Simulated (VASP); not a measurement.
Here is a VASP 6.6.1 calculation.

Contents of POSCAR:

```
AgCl
1.0
   -0.0625588467      2.9932462515      2.9932462515
    2.9932462515     -0.0625588467      2.9932462515
    2.9306874048      2.9306874048      0.0000000000
Ag Cl
1 1
Direct
   -0.0071642806     -0.0071642806      0.0071642806
    0.2571642806      0.2571642806      0.2428357194
```

File INCAR.step1:

```
SYSTEM = AgCl
ALGO = Normal
EDIFF = 1E-4
ENCUT = 520
GGA = PE
ISMEAR = 0
LASPH = .True.
LCHARG = .False.
LREAL = .False.
LWAVE = .True.
NBANDS = 16
NELM = 60
PREC = Accurate
SIGMA = 0.01
```

Contents of INCAR.step2:

```
SYSTEM = AgCl
ALGO = Normal
EDIFF = 1E-6
ENCUT = 520
ISIF = 2
ISMEAR = 0
ISTART = 1
LASPH = .True.
LCHARG = .False.
LMIXTAU = .True.
LREAL = .False.
LWAVE = .False.
METAGGA = R2SCAN
NBANDS = 16
NELM = 60
PREC = Accurate
SIGMA = 0.01
```

The input KPOINTS:

```
k-points
0
Gamma
  8 8 8
  0 0 0
```

Potentials or basis: VASP PAW PBE potentials, release 64 (Ag, Cl).

Run with:

```sh
$ cat potpaw_PBE.64/Ag/POTCAR potpaw_PBE.64/Cl/POTCAR > POTCAR
$ cp INCAR.step1 INCAR
$ mpirun -np 1 vasp_std > vasp.out
$ cp INCAR.step2 INCAR
$ mpirun -np 1 vasp_std > vasp.out
```

Question: What does it give for the band gap on the k mesh?

Answer: 1.56 eV, direct.

Question: What does it give for the pressure?

Answer: -0.1 GPa.

Forces on the atoms (eV/Å):
```
Ag   0.000  0.000 -0.002
Cl   0.000  0.000  0.002
```

Caveat: the cell differs from its parent crystal (shear xy strain -4.2%); the PAW data sets were made with another functional, which shifts forces and pressure a little. A k mesh can miss the band edges.
